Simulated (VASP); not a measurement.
# Ba8Ti8O23 (a cell with a defect) in VASP: single point with PBE

Aim: the single point of Ba8Ti8O23 (a cell with a defect) with PBE.

All numbers are computed with VASP 6.6.1; they aren't measurements. Logs are shortened: lines on timing, memory, paths and dates and some standing lists are left out, and cuts for length are marked.

## (1) The cell of the first run

The cell holds a defect, 39 atoms: a = 7.968 Å, b = 8.037 Å, c = 8.037 Å, α = 89.82°, β = 90.00°, γ = 90.00°.

## (2) Single point, PBE

INCAR reads:

```
SYSTEM = Ba8Ti8O23
PREC = Accurate ; ENCUT = 520
EDIFF = 1E-6 ; ISMEAR = 0
SIGMA = 0.02 ; LREAL = Auto
LASPH = .True. ; NELM = 120
ALGO = Normal ; ISIF = 2
LWAVE = .False. ; LCHARG = .False.
GGA = PE ; NELECT = 312.0
NBANDS = 182 ; GGA_COMPAT = .False.
KPAR = 2 ; NCORE = 2
```

KPOINTS reads:

```
regular mesh
0
Gamma
  2 2 2
  0 0 0
```

POSCAR reads:

```
Ba8Ti8O23
1.0
    7.9682000000      0.0000000000      0.0000000000
    0.0000000000      5.6741000000      5.6916000000
    0.0000000000     -5.6741000000      5.6916000000
Ba Ti O
8 8 23
Direct
    0.0010646068      0.0028632873      0.0100991485
    0.0019159911      0.0030890918      0.4981891077
    0.0021254487      0.5026951144      0.0096650304
    0.0037639617      0.5035144325      0.4960008180
    0.4914467508      0.0022586296      0.0093767629
    0.4904266961      0.0027643394      0.4988770268
    0.4932858111      0.5019207674      0.0071504955
    0.4902388243      0.5029010215      0.4970777191
    0.2414598027      0.2573682842      0.2604166972
    0.2387276926      0.2647609103      0.7590812430
    0.2414495118      0.7588064683      0.2602470492
    0.2387856731      0.7582013691      0.7599256954
    0.7423287568      0.2642142833      0.2640983177
    0.7434728044      0.2281387331      0.7574057535
    0.7416063854      0.7585274913      0.2641195675
    0.7435929068      0.7718312919      0.7578334773
    0.0036884114      0.2453362087      0.2468716064
    0.2511011270      0.2458771630      0.4929101727
    0.2515880625      0.4924239848      0.2468408968
   -0.0039769333      0.2605977883      0.7440409776
    0.2509800206      0.2458203366      0.9897028906
    0.2502654301      0.4937238790      0.7463147745
    0.0045459451      0.7471826734      0.2463936496
    0.2514197686      0.7476077046      0.4921206670
    0.2516419016      0.9938312849      0.2468437450
   -0.0038494265      0.7370471847      0.7449035848
    0.2513706985      0.7476280438      0.9907395505
    0.2498411184      0.9901661466      0.7456930143
    0.5066121583      0.2453106042      0.2469866409
    0.7528983961      0.2596353999      0.5007962889
    0.7519872744      0.4934292555      0.2485206356
    0.5125974499      0.2622730347      0.7437925708
    0.7532629703      0.2626797571      0.9834677234
    0.5058309279      0.7470469477      0.2465432554
    0.7525019452      0.7387298043      0.5004950182
    0.7522735373      0.9905407745      0.2488982233
    0.5127920986      0.7349579712      0.7445249510
    0.7528200848      0.7358868613      0.9840400486
    0.7482277051      0.9997810820      0.7512660752
```

Potentials or basis: VASP PAW PBE potentials, release 64 (Ba_sv, Ti_sv, O).

Command:

```
$ cat potpaw_PBE.64/Ba_sv/POTCAR potpaw_PBE.64/Ti_sv/POTCAR potpaw_PBE.64/O/POTCAR > POTCAR
$ mpirun -np 4 vasp_std > vasp.out
```

OUTCAR:

```text
SYSTEM = Ba8Ti8O23
   PREC = Accurate
   ENCUT = 520
   EDIFF = 1E-6
   ISMEAR = 0
   LREAL = Auto
   LASPH = .True.
   NELM = 120
   ISIF = 2
   GGA = PE
   NELECT = 312.0

 ion  position               nearest neighbor table
   1  0.001  0.003  0.010-  17 2.73  25 2.76  36 2.76  21 2.79  23 2.79  27 2.87  33 2.88  39 2.90
                            28 2.91  38 2.93  20 2.97  26 3.02  12 3.39  11 3.40  14 3.40  16 3.43
   2  0.002  0.003  0.498-  18 2.78  17 2.80  28 2.81  36 2.83  25 2.84  24 2.86  30 2.86  20 2.87
                            39 2.87  23 2.89  35 2.91  26 2.91  11 3.34   9 3.38  15 3.42  12 3.44
   3  0.002  0.503  0.010-  38 2.74  23 2.74  19 2.76  31 2.77  33 2.77  27 2.80  17 2.81  26 2.84
                            21 2.87  20 2.89  22 2.90  10 3.36   9 3.40  12 3.43  11 3.46  13 3.48
   4  0.004  0.504  0.496-  26 2.75  35 2.75  24 2.78  20 2.79  23 2.80  30 2.80  22 2.81  19 2.81
                            31 2.83  18 2.86  17 2.89   9 3.33  11 3.37  13 3.40  10 3.41  15 3.47
   5  0.491  0.002  0.009-  25 2.70  29 2.74  21 2.74  34 2.80  27 2.81  36 2.83  28 2.86  39 2.91
                            33 2.96  32 2.99  38 2.99  37 3.03  14 3.38  16 3.40  11 3.44  12 3.46
   6  0.490  0.003  0.499-  18 2.73  28 2.76  25 2.78  24 2.80  29 2.81  32 2.88  39 2.89  34 2.89
                            36 2.90  37 2.92  30 2.94  35 2.98  15 3.38  11 3.39  14 3.42   9 3.43
   7  0.493  0.502  0.007-  19 2.72  34 2.76  27 2.76  38 2.80  29 2.82  37 2.82  21 2.83  31 2.83
                            33 2.83  22 2.85  32 2.87  10 3.43  13 3.44   9 3.47  12 3.50  11 3.53
   8  0.490  0.503  0.497-  37 2.74  24 2.74  19 2.77  22 2.77  32 2.77  34 2.81  18 2.81  35 2.82
                            30 2.86  31 2.89  29 2.89  13 3.35   9 3.39  15 3.42  11 3.43  10 3.48
   9  0.241  0.257  0.260-  18 1.87  19 1.89  17 1.90  29 2.12  25 2.12  21 2.18   4 3.33   2 3.38
                             8 3.39   3 3.40   6 3.43   1 3.45   7 3.47   5 3.50
  10  0.239  0.265  0.759-  22 1.84  21 1.86  20 1.94  18 2.15  32 2.19  28 2.21   3 3.36   4 3.41
                             7 3.43   1 3.47   8 3.48   2 3.52   5 3.54   6 3.59
  11  0.241  0.759  0.260-  24 1.87  23 1.89  25 1.89  34 2.11  19 2.15  27 2.17   2 3.34   4 3.37
                             6 3.39   1 3.40   8 3.43   5 3.44   3 3.46   7 3.53
  12  0.239  0.758  0.760-  27 1.86  28 1.87  26 1.94  22 2.13  24 2.16  37 2.19   1 3.39   3 3.43
                             2 3.44   5 3.46   4 3.50   6 3.50   7 3.50   8 3.57
  13  0.742  0.264  0.264-  31 1.85  29 1.89  30 1.90  17 2.09  36 2.20  33 2.26   8 3.35   4 3.40
                             7 3.44   6 3.46   3 3.48   2 3.49   5 3.56   1 3.59
  14  0.743  0.228  0.757-  39 1.84  33 1.84  32 1.86  20 2.03  30 2.08   5 3.38   1 3.40   6 3.42
                             2 3.45   7 3.59   3 3.64   8 3.65   4 3.69
  15  0.742  0.759  0.264-  36 1.87  34 1.89  35 1.91  23 2.10  31 2.14  38 2.26   6 3.38   8 3.42
                             2 3.42   5 3.46   4 3.47   1 3.50   7 3.53   3 3.57
  16  0.744  0.772  0.758-  39 1.83  38 1.84  37 1.87  26 2.03  35 2.09   5 3.40   1 3.43   6 3.44
                             2 3.47   7 3.56   3 3.60   8 3.63   4 3.66
  17  0.004  0.245  0.247-   9 1.90  13 2.09   1 2.73   2 2.80   3 2.81   4 2.89
  18  0.251  0.246  0.493-   9 1.87  10 2.15   6 2.73   2 2.78   8 2.81   4 2.86
  19  0.252  0.492  0.247-   9 1.89  11 2.15   7 2.72   3 2.76   8 2.77   4 2.81
  20  0.996  0.261  0.744-  10 1.94  14 2.03   4 2.79   2 2.87   3 2.89   1 2.97
  21  0.251  0.246  0.990-  10 1.86   9 2.18   5 2.74   1 2.79   7 2.83   3 2.87
  22  0.250  0.494  0.746-  10 1.84  12 2.13   8 2.77   4 2.81   7 2.85   3 2.90
[... 15 lines left out ...]
  38  0.753  0.736  0.984-  16 1.84  15 2.26   3 2.74   7 2.80   1 2.93   5 2.99
  39  0.748  1.000  0.751-  16 1.83  14 1.84   2 2.87   6 2.89   1 2.90   5 2.91

  LATTYP: Found a base centered orthorhombic cell.
 ALAT       =    11.3482000000
 B/A-ratio  =     1.0030841896
 C/A-ratio  =     0.7021554079

  Lattice vectors:

 A1 = (   0.0000000000,   5.6741000000,  -5.6916000000)
 A2 = (   0.0000000000,   5.6741000000,   5.6916000000)
 A3 = (   7.9682000000,   0.0000000000,   0.0000000000)

Analysis of symmetry for initial positions (statically):
=====================================================================
 Subroutine PRICEL returns:
 Original cell was already a primitive cell.

 Routine SETGRP: Setting up the symmetry group for a
 base centered orthorhombic supercell.

 Subroutine GETGRP returns: Found  1 space group operations
 (whereof  1 operations were pure point group operations)
 out of a pool of  8 trial point group operations.

The static configuration has the point symmetry C_1 .

Analysis of symmetry for dynamics (positions and initial velocities):
=====================================================================
 Subroutine PRICEL returns:
 Original cell was already a primitive cell.

 Routine SETGRP: Setting up the symmetry group for a
 base centered orthorhombic supercell.

 Subroutine GETGRP returns: Found  1 space group operations
 (whereof  1 operations were pure point group operations)
 out of a pool of  8 trial point group operations.

The dynamic configuration has the point symmetry C_1 .

 Subroutine INISYM returns: Found  1 space group operations
 (whereof  1 operations are pure point group operations),
[... 124 lines left out ...]

 Following reciprocal coordinates:
            Coordinates               Weight
  0.000000  0.000000  0.000000      1.000000
  0.500000  0.000000  0.000000      1.000000
  0.000000  0.500000  0.000000      1.000000
  0.000000  0.000000  0.500000      1.000000
  0.500000  0.500000  0.000000      1.000000
  0.500000  0.000000  0.500000      1.000000
  0.000000  0.500000  0.500000      1.000000
  0.500000  0.500000  0.500000      1.000000
   k-points           NKPTS =      8   k-points in BZ     NKDIM =      8   number of bands    NBANDS=    182
   number of dos      NEDOS =    301   number of ions     NIONS =     39
   total plane-waves  NPLWV = 216000
   dimension x,y,z NGX =    60 NGY =   60 NGZ =   60
   dimension x,y,z NGXF=   120 NGYF=  120 NGZF=  120
   ions per type =               8   8  23
   NGX,Y,Z   is equivalent  to a cutoff of  12.52, 12.41, 12.41 a.u.
   NGXF,Y,Z  is equivalent  to a cutoff of  25.04, 24.82, 24.82 a.u.
 SYSTEM =  Ba8Ti8O23
   PREC   = accura    normal or accurate (medium, high low for compatibility)
   ISTART =      0    job   : 0-new  1-cont  2-samecut
   ICHARG =      2    charge: 1-file 2-atom 10-const
   ISPIN  =      1    spin polarized calculation?
   LNONCOLLINEAR =      F non collinear calculations
   LSORBIT =      F    spin-orbit coupling
   LASPH  =      T    aspherical Exc in radial PAW
   ENCUT  =  520.0 eV  38.22 Ry    6.18 a.u.  14.82 14.94 14.94*2*pi/ulx,y,z
   NELM   =    120;   NELMIN=  2; NELMDL= -5     # of ELM steps
   EDIFF  = 0.1E-05   stopping-criterion for ELM
   LREAL  =      T    real-space projection
   EDIFFG = 0.1E-04   stopping-criterion for IOM
   NSW    =      0    number of steps for IOM
   IBRION =     -1    ionic relax: 0-MD 1-quasi-New 2-CG
   NFREE  =      0    steps in history (QN), initial steepest desc. (CG)
   ISIF   =      2    stress and relaxation
   ISYM   =      2    0-nonsym 1-usesym 2-fastsym
   POTIM  = 0.5000    time-step for ionic-motion
   TEBEG  =    0.0;   TEEND  =   0.0 temperature during run
   PSTRESS=    0.0 pullay stress
   NELECT =     312.0000    total number of electrons
   NUPDOWN=      -1.0000    fix difference up-down
   EMIN   =  10.00;   EMAX   =-10.00  energy-range for DOS
   EFERMI =   0.00;   METHOD = LEGACY
   ISMEAR =     0;   SIGMA  =   0.02  broadening in eV -4-tet -1-fermi 0-gaus
   EFERMI_NEDOS =   21; number of points for ismear=-14 and -15
   IALGO  =     38    algorithm
   IMIX   =      4    mixing-type and parameters
     AMIX     =   0.40;   BMIX     =  1.00
     AMIX_MAG =   1.60;   BMIX_MAG =  1.00
  volume/ion in A,a.u.               =      13.20        89.05
  Fermi-wavevector in a.u.,A,eV,Ry     =   1.385540  2.618292 26.119403  1.919722
  Thomas-Fermi vector in A             =   2.509941
   LORBIT       =      0    0 simple, 1 ext, 2 COOP (PROOUT), +10 PAW based schemes
   GGA     = PE    functional components
   LHFCALC =     F    Hartree Fock is set to
   AEXX    =    0.0000 exact exchange contribution
   IVDW    =     0    specifies the selected vdW correction
   LEPSILON=     F    determine dielectric tensor
   LRPA    =     F    only Hartree local field effects (RPA)
 non-spin polarized calculation
 Gauss-broadening in eV      SIGMA  =   0.02
  energy-cutoff  :      520.00
  volume of cell :      514.66
 maximum number of plane-waves:     13884
 NGX is ok and might be reduce to    60
   NGX = 29   NGY = 29   NGZ = 29

 number of electron     312.0000024 magnetization

 Free energy of the ion-electron system (eV)
  ---------------------------------------------------
  ext. energy  EPLUGINS =         0.00000000
  ---------------------------------------------------
  free energy    TOTEN  =      -321.62077412 eV

  energy without entropy =     -321.62077412  energy(sigma->0) =     -321.62077412

 E-fermi :   3.8127     XC(G=0): -11.0542

 val. band max:        3.7224043833   @ k =   0.0000   0.0000   0.0000
 cond. band min:       5.9242871818   @ k =   0.0000   0.0000   0.0000
 fundamental gap:      2.2018827984
 Fermi energy:         3.8126991378

 k-point     1 :       0.0000    0.0000    0.0000
  band No.  band energies     occupation
      1     -52.7945      2.00000
      2     -52.7891      2.00000
      3     -52.6972      2.00000
      4     -52.6960      2.00000
      5     -52.6840      2.00000
      6     -52.6820      2.00000
[... 1357 lines left out ...]
    167       7.0915      0.00000
    168       7.1003      0.00000
 [bands above 168 left out]

------------------------ aborting loop because EDIFF is reached ----------------------------------------

  FORCE on cell =-STRESS in cart. coord.  units (eV):
  Direction    XX          YY          ZZ          XY          YZ          ZX
  --------------------------------------------------------------------------------------
  -------------------------------------------------------------------------------------
  Total        3.3445014      5.3285788      5.1032966      0.1228751      1.8588165     -1.0032889
  in kB       10.4116699     16.5882433     15.8869237      0.3825188      5.7866276     -3.1233095
  external PRESSURE =      14.2956123 kB  Pullay stress =       0.0000000 kB

 VOLUME and BASIS-vectors are now :
 -----------------------------------------------------------------------------
  energy-cutoff  :      520.00
  volume of cell :      514.66
      direct lattice vectors                 reciprocal lattice vectors
     7.968200000  0.000000000  0.000000000     0.125498858  0.000000000  0.000000000
     0.000000000  5.674100000  5.691600000     0.000000000  0.088119702  0.087848760
     0.000000000 -5.674100000  5.691600000     0.000000000 -0.088119702  0.087848760

 POSITION                                       TOTAL-FORCE (eV/Angst)
 -----------------------------------------------------------------------------------
      0.00848     -0.04106      0.07378        -0.024976      0.038545     -0.060850
      0.01527     -2.80925      2.85308        -0.035618     -0.032832      0.009009
      0.01694      2.79750      2.91615        -0.007367      0.024635     -0.052008
      0.02999      0.04263      5.68884        -0.025613     -0.026729     -0.007033
      3.91595     -0.04039      0.06622         0.057694      0.038115     -0.060690
      3.90782     -2.81499      2.85514         0.059285     -0.024756      0.004136
[... 31 lines left out ...]
      5.99862     -1.40805      9.78914        -0.012810     -0.024090      0.056619
      5.96203      1.41010      9.96626        -0.003184     -0.004363     -0.001800
 -----------------------------------------------------------------------------------
    total drift:                                0.053250      0.013790     -0.064748

  FREE ENERGIE OF THE ION-ELECTRON SYSTEM (eV)
  ---------------------------------------------------
  free  energy   TOTEN  =      -321.6207741178 eV

  energy  without entropy=     -321.6207741178  energy(sigma->0) =     -321.62077412
```

Run time: 7.3 min. Hardware: 4 MPI ranks of AMD EPYC 7R43 (Zen 3), shared host; peak memory 0.45 GiB.

What came out:

- Free energy: -321.6208 eV
- Largest force: 0.106 eV/Å

Forces on the atoms (eV/Å):
```
Ba  -0.025  0.039 -0.061
Ba  -0.036 -0.033  0.009
Ba  -0.007  0.025 -0.052
Ba  -0.026 -0.027 -0.007
Ba   0.058  0.038 -0.061
Ba   0.059 -0.025  0.004
Ba   0.033  0.016 -0.041
Ba   0.051 -0.017 -0.013
Ti   0.034 -0.003 -0.069
Ti   0.038 -0.011 -0.099
Ti   0.042  0.027 -0.080
Ti   0.036  0.005 -0.064
Ti   0.044 -0.009 -0.071
Ti   0.051  0.078 -0.009
Ti   0.038 -0.007 -0.078
Ti   0.055  0.012 -0.065
O   -0.035  0.003  0.017
O   -0.009 -0.025  0.046
O   -0.010  0.029  0.043
O   -0.032 -0.020  0.007
O   -0.009 -0.034  0.049
O   -0.004  0.033  0.049
O   -0.040  0.001  0.018
O   -0.010 -0.031  0.047
O   -0.015  0.016  0.040
O   -0.026  0.004  0.022
O   -0.011 -0.034  0.047
O   -0.006  0.031  0.056
O   -0.037  0.001  0.015
O   -0.008 -0.047  0.028
O   -0.011  0.040  0.045
O   -0.044 -0.019  0.004
O   -0.012 -0.050  0.033
O   -0.037  0.002  0.016
O   -0.013 -0.026  0.048
O   -0.011  0.036  0.046
O   -0.049  0.008  0.026
O   -0.013 -0.024  0.057
O   -0.003 -0.004 -0.002
```

Caveat: the cell carries a net charge on a neutralising background, which shifts energy and pressure; the cell is charged against a uniform background, so pressure and absolute levels hang on convention; spin-orbit coupling is left out, which moves the levels of the heavy elements.
